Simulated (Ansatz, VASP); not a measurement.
## Zr2N: VASP beside Ansatz

The input INCAR:

```
  ALGO = Normal
  EDIFF = 1E-6
  ENCUT = 520
  GGA = PS
  ISIF = 2
  ISMEAR = 0
  LASPH = True
  LCHARG = True
  LELF = True
  LREAL = False
  LVHAR = True
  LWAVE = False
  NBANDS = 38
  NELM = 100
  PREC = Accurate
  SIGMA = 0.1
```

File KPOINTS:

```
k-points
0
Gamma
  2 2 4
```

Contents of POSCAR:

```
Zr2N
1.0
    5.4130027300      0.0000000000      0.0000000000
    0.0000000000      5.4130027300      0.0000000000
    0.0000000000      0.0000000000      3.3077891900
Zr N
4 2
Direct
    0.2961254600      0.2961254600      0.0000000000
    0.7038745400      0.7038745400      0.0000000000
    0.7961254600      0.2038745400      0.5000000000
    0.2038745400      0.7961254600      0.5000000000
    0.0000000000      0.0000000000      0.0000000000
    0.5000000000      0.5000000000      0.5000000000
```

Input for Ansatz:

```yaml
crystal:
  lattice:
    - [5.41300273, 0.0, 0.0]
    - [0.0, 5.41300273, 0.0]
    - [0.0, 0.0, 3.30778919]
  atoms:
    - { symbol: Zr, position: [0.29612546, 0.29612546, 0.0] }
    - { symbol: Zr, position: [0.70387454, 0.70387454, 0.0] }
    - { symbol: Zr, position: [0.79612546, 0.20387454, 0.5] }
    - { symbol: Zr, position: [0.20387454, 0.79612546, 0.5] }
    - { symbol: "N", position: [0.0, 0.0, 0.0] }
    - { symbol: "N", position: [0.5, 0.5, 0.5] }
basis:
  ecutwfc: 420
kpoints:
  mp_grid: { grid: [2, 2, 4] }
hamiltonian:
  xc: pbesol
scf:
  occupations: { method: gaussian, width: 0.1 }
output:
  forces: true
  stress: true
  eigenvalues: true
```

Alike in both runs: task single point; functional PBEsol; k mesh 2 × 2 × 4; occupations gaussian, width 0.1 eV; no spin polarisation.

|  | VASP | Ansatz |
| --- | --- | --- |
| version | VASP 6.6.1 | Ansatz 0.2.0 |
| potentials or method | VASP PAW PBE potentials, release 64 (Zr_sv, N), cutoff 520 eV | scalar-relativistic, plane waves, PAW |
| valence electrons in the cell | 58 | 58 |

```csv
,VASP,Ansatz,Ansatz less VASP
gap on the k mesh at the Fermi level (eV),none,none,-
pressure (GPa),-5.2,-5.4,-0.22
"traceless stress, the component that is largest in VASP (GPa)",0.21,0.20,-0.013
rms of the force components (eV/Å),0.093,0.090,-0.0024
```

VASP's potentials were made for PBE, not for PBEsol. Atom by atom the forces differ by 0.002 eV/Å (rms over components). A gap of «none» marks a metal or a gap that the smearing closes.

The k mesh is coarse, so the values compare programs but aren't converged.
